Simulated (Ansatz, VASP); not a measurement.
## CdS in VASP and in Ansatz

```
CELL_PARAMETERS angstrom
4.12453 0.00000 0.00000
-2.06227 3.57195 0.00000
0.00000 0.00000 6.70921
ATOMIC_POSITIONS crystal
Cd 0.33333 0.66667 0.94467
Cd 0.66667 0.33333 0.44467
S 0.33333 0.66667 0.43233
S 0.66667 0.33333 0.93233
```

Change from the starting cell: polar distortion scaled by 0.10.

Alike in both runs: task single point; functional PBEsol; k mesh 9 × 9 × 4; no spin polarisation.

```csv
,VASP,Ansatz
version,VASP 6.6.1,Ansatz 0.2.0
potentials or method,"VASP PAW PBE potentials, release 64 (Cd_sv_GW, S), cutoff 630 eV","scalar-relativistic, plane waves, PAW"
occupations,"gaussian, width 0.01 eV",fixed
valence electrons in the cell,52,52
```

```tsv
	VASP	Ansatz	Ansatz less VASP
gap on the k mesh at the Fermi level (eV)	1.35	1.35	+0.003
least direct gap on the mesh (eV)	1.35	1.35	+0.003
pressure (GPa)	3.8	3.9	+0.11
traceless stress, the component that is largest in VASP (GPa)	-6.75	-6.76	-0.012
rms of the force components (eV/Å)	0.102	0.103	+0.0007
```

VASP's potentials were made for PBE, not for PBEsol, and Ansatz warns of the same on its side. Atom by atom the forces differ by 0.001 eV/Å (rms over components).
